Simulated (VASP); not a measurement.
# C25O in VASP: notebook

Runs on C25O. Level: PBE. Tasks: single point.

All numbers are computed with VASP 6.6.1; they aren't measurements. Logs are shortened: lines on timing, memory, paths and dates and some standing lists are left out, and cuts for length are marked.

### Step 1. The cell of the first run

The cell holds a slab with vacuum, 26 atoms: a = 5.051 Å, b = 5.051 Å, c = 24.368 Å, α = 90.00°, β = 90.00°, γ = 120.00°.

### Step 2. Single point, PBE

The input, INCAR:

```
SYSTEM = C25O
PREC     = Accurate       ! precision mode
ENCUT    = 520            ! plane-wave cutoff, eV
EDIFF    = 1E-6           ! SCF threshold, eV
ISMEAR   = 0              ! smearing method
SIGMA    = 0.05           ! smearing width, eV
LREAL    = Auto         
LASPH    = .TRUE.         ! aspherical terms in the spheres
NELM     = 100            ! most SCF steps
ALGO     = Normal         ! electronic algorithm
ISIF     = 2              ! what is computed and relaxed
LWAVE    = .FALSE.        ! write WAVECAR
LCHARG   = .FALSE.        ! write CHGCAR
LDIPOL   = .TRUE.       
IDIPOL   = 3            
DIPOL    = 0.5 0.5 0.302
GGA      = PE             ! functional
NBANDS   = 72             ! bands
```

The input, KPOINTS:

```
regular mesh
0
G
  6 6 1
  0 0 0
```

The input, POSCAR:

```
C25O
1.0
    5.0509324483      0.0000000000      0.0000000000
   -2.5254662241      4.3742358130      0.0000000000
    0.0000000000      0.0000000000     24.3675695640
C O
25 1
Direct
    0.1666666667      0.3333333333      0.1641526041
    0.1666666667      0.8333333333      0.1641526041
    0.6666666667      0.3333333333      0.1641526041
    0.6666666667      0.8333333333      0.1641526041
    0.0000000000      0.0000000000      0.1853081253
    0.0000000000      0.5000000000      0.1853081253
    0.5000000000      0.0000000000      0.1853081253
    0.5000000000      0.5000000000      0.1853081253
    0.0000000000      0.0000000000      0.2487746889
    0.0000000000      0.5000000000      0.2487746889
    0.5000000000      0.0000000000      0.2487746889
    0.5000000000      0.5000000000      0.2487746889
    0.3333333333      0.1666666667      0.2625971826
    0.3333333333      0.6666666667      0.2625971826
    0.8333333333      0.1666666667      0.2625971826
    0.8333333333      0.6666666667      0.2625971826
    0.3333333333      0.1666666667      0.4254554106
    0.3333333333      0.6666666667      0.4254554106
    0.8333333333      0.1666666667      0.4254554106
    0.8333333333      0.6666666667      0.4254554106
    0.1666666667      0.3333333333      0.4254658856
    0.1666666667      0.8333333333      0.4254658856
    0.6666666667      0.3333333333      0.4254658856
    0.6666666667      0.8333333333      0.4254658856
    0.6666666667      0.8333333333      0.4898957827
    0.7814969492      0.7185030508      0.5136979103
```

Potentials or basis: VASP PAW PBE potentials, release 64 (C, O).

Run with:

```sh
> cat potpaw_PBE.64/C/POTCAR potpaw_PBE.64/O/POTCAR > POTCAR
> mpirun -np 1 vasp_std > vasp.out
```

OUTCAR:

```text
SYSTEM = C25O
   PREC = Accurate
   ENCUT = 520
   EDIFF = 1E-6
   ISMEAR = 0
   LREAL = Auto
   LASPH = .TRUE.
   NELM = 100
   ISIF = 2
   GGA = PE

 ion  position               nearest neighbor table
   1  0.167  0.333  0.164-   5 1.55   8 1.55   6 1.55
   2  0.167  0.833  0.164-   6 1.55   7 1.55   5 1.55
   3  0.667  0.333  0.164-   7 1.55   6 1.55   8 1.55
   4  0.667  0.833  0.164-   8 1.55   5 1.55   7 1.55
   5  0.000  0.000  0.185-   1 1.55   4 1.55   2 1.55   9 1.55
   6  0.000  0.500  0.185-   2 1.55   3 1.55   1 1.55  10 1.55
   7  0.500  0.000  0.185-   3 1.55   2 1.55   4 1.55  11 1.55
   8  0.500  0.500  0.185-   4 1.55   1 1.55   3 1.55  12 1.55
   9  0.000  0.000  0.249-  16 1.50  13 1.50  15 1.50   5 1.55
  10  0.000  0.500  0.249-  15 1.50  14 1.50  16 1.50   6 1.55
  11  0.500  0.000  0.249-  14 1.50  15 1.50  13 1.50   7 1.55
  12  0.500  0.500  0.249-  13 1.50  16 1.50  14 1.50   8 1.55
  13  0.333  0.167  0.263-  12 1.50   9 1.50  11 1.50
  14  0.333  0.667  0.263-  11 1.50  10 1.50  12 1.50
  15  0.833  0.167  0.263-  10 1.50  11 1.50   9 1.50
  16  0.833  0.667  0.263-   9 1.50  12 1.50  10 1.50
  17  0.333  0.167  0.425-  21 1.46  22 1.46  23 1.46
  18  0.333  0.667  0.425-  22 1.46  21 1.46  24 1.46
  19  0.833  0.167  0.425-  23 1.46  24 1.46  21 1.46
  20  0.833  0.667  0.425-  24 1.46  23 1.46  22 1.46
  21  0.167  0.333  0.425-  17 1.46  18 1.46  19 1.46
  22  0.167  0.833  0.425-  18 1.46  17 1.46  20 1.46
  23  0.667  0.333  0.425-  19 1.46  20 1.46  17 1.46
  24  0.667  0.833  0.425-  20 1.46  19 1.46  18 1.46  25 1.57
  25  0.667  0.833  0.490-  26 1.16  24 1.57
  26  0.781  0.719  0.514-  25 1.16

  LATTYP: Found a hexagonal cell.
 ALAT       =     5.0509324483
 C/A-ratio  =     4.8243705125

  Lattice vectors:

 A1 = (   5.0509324483,   0.0000000000,   0.0000000000)
 A2 = (  -2.5254662241,   4.3742358130,   0.0000000000)
 A3 = (   0.0000000000,   0.0000000000,  24.3675695640)

Analysis of symmetry for initial positions (statically):
=====================================================================
 Subroutine PRICEL returns:
 Original cell was already a primitive cell.

 Routine SETGRP: Setting up the symmetry group for a
 hexagonal supercell.

 Subroutine GETGRP returns: Found  2 space group operations
 (whereof  1 operations were pure point group operations)
 out of a pool of 24 trial point group operations.

The static configuration has the point symmetry C_1 .
 The point group associated with its full space group is C_1h.

Analysis of symmetry for dynamics (positions and initial velocities):
[... 162 lines left out ...]
   EFERMI =   0.00;   METHOD = LEGACY
   ISMEAR =     0;   SIGMA  =   0.05  broadening in eV -4-tet -1-fermi 0-gaus
   EFERMI_NEDOS =   21; number of points for ismear=-14 and -15
   IALGO  =     38    algorithm
   IMIX   =      4    mixing-type and parameters
     AMIX     =   0.40;   BMIX     =  1.00
     AMIX_MAG =   1.60;   BMIX_MAG =  1.00
  volume/ion in A,a.u.               =      20.71       139.74
  Fermi-wavevector in a.u.,A,eV,Ry     =   0.952390  1.799756 12.341118  0.907047
  Thomas-Fermi vector in A             =   2.080948
   LORBIT       =      0    0 simple, 1 ext, 2 COOP (PROOUT), +10 PAW based schemes
   GGA     = PE    functional components
   LHFCALC =     F    Hartree Fock is set to
   AEXX    =    0.0000 exact exchange contribution
   IVDW    =     0    specifies the selected vdW correction
   LEPSILON=     F    determine dielectric tensor
   LRPA    =     F    only Hartree local field effects (RPA)
 non-spin polarized calculation
 Gauss-broadening in eV      SIGMA  =   0.05
  energy-cutoff  :      520.00
  volume of cell :      538.38
 maximum number of plane-waves:     14552
 NGX is ok and might be reduce to    40
   NGX = 19   NGY = 19   NGZ = 91

 dipolmoment           0.000000      0.000000      0.423042 electrons x Angstroem

 number of electron     106.0000001 magnetization

 dipolmoment           0.000000      0.000000     -0.044902 electrons x Angstroem

 Free energy of the ion-electron system (eV)
  ---------------------------------------------------
  ext. energy  EPLUGINS =         0.00000000
  ---------------------------------------------------
  free energy    TOTEN  =      -215.86375530 eV

  energy without entropy =     -215.85857051  energy(sigma->0) =     -215.86116290

 E-fermi :  -1.3829     XC(G=0):  -4.8172

 val. band max:       -1.3845384939   @ k =   0.5000   0.5000   0.0000
 cond. band min:      -1.2736851945   @ k =   0.5000  -0.0000   0.0000
 fundamental gap:      0.1108532994
 Fermi energy:        -1.3829351997

 k-point     1 :       0.0000    0.0000    0.0000
  band No.  band energies     occupation
      1     -25.1366      2.00000
      2     -22.3966      2.00000
      3     -21.0953      2.00000
      4     -18.5035      2.00000
      5     -17.3153      2.00000
      6     -17.3151      2.00000
[... 873 lines left out ...]
     64       5.7471      0.00000
     65       5.8713      0.00000
 [bands above 65 left out]

------------------------ aborting loop because EDIFF is reached ----------------------------------------

 vacuum level on the upper side and lower side of the slab       (xc-potential included)        -0.318         0.052

  FORCE on cell =-STRESS in cart. coord.  units (eV):
  Direction    XX          YY          ZZ          XY          YZ          ZX
  --------------------------------------------------------------------------------------
  -------------------------------------------------------------------------------------
  Total      -18.6795946    -18.5721781     34.4218290      0.0930254     -0.1052662      0.1823320
  in kB      -55.5894097    -55.2697442    102.4374026      0.2768384     -0.3132663      0.5426095
  external PRESSURE =      -2.8072504 kB  Pullay stress =       0.0000000 kB

 VOLUME and BASIS-vectors are now :
 -----------------------------------------------------------------------------
  energy-cutoff  :      520.00
  volume of cell :      538.38
      direct lattice vectors                 reciprocal lattice vectors
     5.050932448  0.000000000  0.000000000     0.197983246  0.114305680  0.000000000
    -2.525466224  4.374235813  0.000000000     0.000000000  0.228611360  0.000000000
     0.000000000  0.000000000 24.367569564     0.000000000  0.000000000  0.041038151

 POSITION                                       TOTAL-FORCE (eV/Angst)
 -----------------------------------------------------------------------------------
      0.00000      1.45808      4.00000        -0.005441      0.003142      3.564086
     -1.26273      3.64520      4.00000         0.001334     -0.007420      3.562131
      2.52547      1.45808      4.00000         0.007093      0.002555      3.562131
      1.26273      3.64520      4.00000        -0.002647      0.001528      3.579376
      0.00000      0.00000      4.51551         0.007763      0.005934     -7.751103
     -1.26273      2.18712      4.51551        -0.005977      0.003451     -7.763924
[... 18 lines left out ...]
      1.26273      3.64520     11.93757        -1.653041      0.954384      4.978697
      2.13273      3.14290     12.51757         1.287886     -0.743561      3.872803
 -----------------------------------------------------------------------------------
    total drift:                                0.000926     -0.000535      0.044740

  FREE ENERGIE OF THE ION-ELECTRON SYSTEM (eV)
  ---------------------------------------------------
  free  energy   TOTEN  =      -215.8637552950 eV

  energy  without entropy=     -215.8585705142  energy(sigma->0) =     -215.86116290

 vacuum level on the upper side and lower side of the slab         4.134         4.525
```

stdout:

```text
POSCAR found type information on POSCAR C O
 POSCAR found :  2 types and      26 ions
 scaLAPACK will be used
 LDA part: xc-table for (Slater+PW92), standard interpolation
 POSCAR, INCAR and KPOINTS ok, starting setup
 FFT: planning ... GRIDC
 FFT: planning ... GRID_SOFT
 FFT: planning ... GRID
 WAVECAR not read
 entering main loop
```

Run time: 40 min. Hardware: 1 thread of Intel Xeon 8259CL, shared host; peak memory 0.79 GiB.

Results:

```
Free energy            : -215.8638 eV
Largest force          : 7.764 eV/Å
Band gap on the k mesh : zero (bands 53 and 54 overlap by 0.02 eV)
```

Forces on the atoms (eV/Å):
```
C   -0.005  0.003  3.564
C    0.001 -0.007  3.562
C    0.007  0.003  3.562
C   -0.003  0.002  3.579
C    0.008  0.006 -7.751
C   -0.006  0.003 -7.764
C   -0.006  0.004 -7.757
C   -0.001 -0.010 -7.751
C    0.006  0.005  4.140
C   -0.006  0.003  4.175
C   -0.003  0.002  4.144
C   -0.001 -0.008  4.140
C    0.003 -0.002  0.033
C   -0.007 -0.002  0.055
C   -0.001  0.007  0.055
C    0.013 -0.008  0.045
C    0.195 -0.113  0.206
C   -1.928 -1.418 -1.746
C    0.264  2.378 -1.746
C    1.876 -1.083 -3.769
C   -0.232  0.134 -0.203
C   -0.048 -0.246 -0.192
C    0.189  0.165 -0.192
C    0.050 -0.029 -1.244
C   -1.653  0.954  4.979
O    1.288 -0.744  3.873
```

Levels at points of the mesh, in eV from the Fermi level:
| k point | band 50 | band 51 | band 52 | band 53 | band 54 | band 55 | band 56 | band 57 |
| --- | --- | --- | --- | --- | --- | --- | --- | --- |
| (0.00, 0.00, 0.00) | -1.37 | -0.92 | -0.92 | -0.40 | 0.25 | 0.89 | 0.89 | 0.90 |
| (0.50, 0.00, 0.00) | -1.27 | -0.16 | -0.04 | -0.02 | 0.11 | 0.11 | 0.80 | 1.32 |
| (0.50, 0.50, 0.00) | -1.27 | -0.14 | -0.04 | 0.00 | 0.11 | 0.12 | 1.03 | 1.32 |

### Step 3. Single point, PBE

The input, INCAR:

```
SYSTEM = C25O
PREC = Accurate ; ENCUT = 520
EDIFF = 1E-6 ; ISMEAR = 0
SIGMA = 0.05 ; LREAL = Auto
LASPH = .True. ; NELM = 100
ALGO = Normal ; ISIF = 2
LWAVE = .False. ; LCHARG = .False.
LDIPOL = .True. ; IDIPOL = 3
DIPOL = 0.5 0.5 0.302 ; GGA = PE
NBANDS = 72
```

The input, KPOINTS:

```
Automatic mesh
0
Gamma
  6 6 1
  0 0 0
```

POSCAR, as its differences from that of step 2:

```diff
@@ -33,2 +33,2 @@
     0.6666666667      0.8333333333      0.4898957827
-    0.7814969492      0.7185030508      0.5136979103
+    0.8963272317      0.9481636158      0.5136979103
```

Potentials or basis: VASP PAW PBE potentials, release 64 (C, O).

Run with:

```sh
> cat potpaw_PBE.64/C/POTCAR potpaw_PBE.64/O/POTCAR > POTCAR
> mpirun -np 1 vasp_std > vasp.out
```

It took 37 min on 1 thread of Intel Xeon 8259CL, shared host; peak memory 0.79 GiB.

Results (log left out):

```
Free energy            : -216.1709 eV
Largest force          : 7.762 eV/Å
Band gap on the k mesh : zero (bands 53 and 54 overlap by 0.04 eV)
```

Forces in eV/Å, atoms in the order of the input:
```
C   -0.001  0.001  3.569
C    0.000 -0.002  3.569
C    0.008  0.005  3.569
C    0.002  0.001  3.580
C    0.005  0.003 -7.762
C   -0.002 -0.001 -7.760
C   -0.003  0.006 -7.750
C    0.004 -0.005 -7.750
C    0.001  0.001  4.144
C   -0.002 -0.001  4.157
C   -0.003  0.010  4.134
C    0.007 -0.008  4.134
C   -0.002 -0.001  0.040
C   -0.011 -0.006  0.067
C   -0.001  0.002  0.043
C    0.001 -0.002  0.043
C   -0.136 -0.078  0.314
C   -2.844 -1.642 -2.113
C   -0.323  2.202 -2.235
C    1.746 -1.381 -2.235
C   -0.151  0.410 -0.348
C    0.280 -0.336 -0.348
C    0.308  0.178 -0.010
C    0.004  0.002 -0.608
C   -0.616 -0.356  4.360
O    1.731  0.999  3.198
```

Levels at points of the mesh, in eV from the Fermi level:
```tsv
k point	band 49	band 50	band 51	band 52	band 53	band 54	band 55	band 56	band 57	band 58
(0.00, 0.00, 0.00)	-1.37	-1.37	-0.92	-0.92	-0.67	0.41	0.55	0.89	0.89	0.90
(0.50, 0.00, 0.00)	-1.28	-1.27	-0.10	-0.04	0.01	0.11	0.12	0.75	1.32	1.33
(0.00, 0.50, 0.00)	-1.29	-1.27	-0.51	-0.05	-0.04	0.10	0.11	1.05	1.31	1.32
```

The gap in the log of VASP goes by the Fermi energy; the results here count the filled bands.